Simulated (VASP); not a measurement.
Set up this calculation in VASP 6.6.1, as the native input.

- Task: single point
- Functional: r2SCAN
- Potentials or basis: VASP PAW PBE potentials, release 64 (B, N)
- Cutoff: 520 eV
- k mesh: 12 × 12 × 12
- Occupations: gaussian, width 0.01 eV
- Spin: no spin polarisation
- Dipole correction: no
- Further INCAR settings: ALGO = Normal; EDIFF = 1e-06; NBANDS = 11

Crystal: BN.

```xyz
2
Lattice="0.0000 1.7507 1.8277 1.7507 0.0000 1.8277 1.7507 1.7507 0.0000" Properties=species:S:1:pos:R:3 pbc="T T T"
B     0.0000    0.0000    0.0000
N     0.8753    0.8753    0.9138
```

This cell differs from its parent crystal: epitaxial xy strain -3.0%.

One way to write it, as run:

POSCAR

```
BN
1.0
    0.0000000000      1.7506807011      1.8276884058
    1.7506807011      0.0000000000      1.8276884058
    1.7506807011      1.7506807011      0.0000000000
B N
1 1
Direct
    0.0000000000      0.0000000000      0.0000000000
    0.2500000000      0.2500000000      0.2500000000
```

INCAR.step1

```
SYSTEM = BN
PREC     = Accurate       ! precision mode
ENCUT    = 520            ! plane-wave cutoff, eV
ISMEAR   = 0              ! smearing method
SIGMA    = 0.01           ! smearing width, eV
LREAL    = .False.        ! projectors in reciprocal space
LASPH    = .True.         ! aspherical terms in the spheres
NELM     = 80             ! most SCF steps
NBANDS   = 11             ! bands
GGA      = PE             ! functional
ALGO     = Normal         ! electronic algorithm
EDIFF    = 1E-4           ! SCF threshold, eV
LWAVE    = .True.         ! write WAVECAR
LCHARG   = .False.        ! write CHGCAR
```

INCAR.step2

```
SYSTEM = BN
PREC     = Accurate       ! precision mode
ENCUT    = 520            ! plane-wave cutoff, eV
EDIFF    = 1E-6           ! SCF threshold, eV
ISMEAR   = 0              ! smearing method
SIGMA    = 0.01           ! smearing width, eV
LREAL    = .False.        ! projectors in reciprocal space
LASPH    = .True.         ! aspherical terms in the spheres
NELM     = 80             ! most SCF steps
ALGO     = Normal         ! electronic algorithm
ISIF     = 2              ! what is computed and relaxed
LWAVE    = .False.        ! write WAVECAR
LCHARG   = .False.        ! write CHGCAR
METAGGA  = R2SCAN         ! meta-GGA
LMIXTAU  = .True.       
NBANDS   = 11             ! bands
ISTART   = 1
```

KPOINTS

```
regular mesh
0
Gamma
  12 12 12
  0 0 0
```

Potentials or basis: VASP PAW PBE potentials, release 64 (B, N).

Launch:

```console
$ cat potpaw_PBE.64/B/POTCAR potpaw_PBE.64/N/POTCAR > POTCAR
$ cp INCAR.step1 INCAR
$ mpirun -np 1 vasp_std > vasp.out
$ cp INCAR.step2 INCAR
$ mpirun -np 1 vasp_std > vasp.out
```

Results of the run:

| Item | Value |
| --- | --- |
| Pressure | 22.0 GPa |
| Band gap on the k mesh | 4.62 eV, indirect (least direct gap 9.54 eV) |

Caveat: the cell differs from its parent crystal (epitaxial xy strain -3.0%); the PAW data sets were made with another functional, which shifts forces and pressure a little.

Wall time 51 s on 1 thread of Intel Xeon 6975P-C (shared host), peak memory 0.13 GiB.
